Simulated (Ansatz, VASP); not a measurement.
## Hf2B: VASP beside Ansatz

```xyz
3
Lattice="0.0000 2.9309 2.9309 2.9309 0.0000 2.9309 2.9309 2.9309 0.0000" Properties=species:S:1:pos:R:3 pbc="T T T"
Hf    1.4654    1.4654    1.4654
Hf    4.3963    4.3963    4.3963
B     0.0000    0.0000    0.0000
```

Alike in both runs: functional PBE; k mesh 6 × 6 × 6; occupations gaussian, width 0.1 eV; no spin polarisation.

Ansatz relaxed the structure, and its values are those at the end. VASP's run is a single point on that final structure, the one shown.

|  | VASP | Ansatz |
| --- | --- | --- |
| version | VASP 6.6.1 | Ansatz 0.2.0 |
| potentials or method | VASP PAW PBE potentials, release 64 (Hf_pv, B), cutoff 520 eV | scalar-relativistic, plane waves, PAW |
| valence electrons in the cell | 23 | 55 |

```tsv
	VASP	Ansatz	Ansatz less VASP
gap on the k mesh at the Fermi level (eV)	none	none	-
pressure (GPa)	-0.4	0.1	+0.50
```

A gap of «none» marks a metal or a gap that the smearing closes. VASP's potentials hold 23 valence electrons a cell and Ansatz's 55, so a difference there can come from the potentials and not from the codes.

Spin-orbit coupling is off throughout.
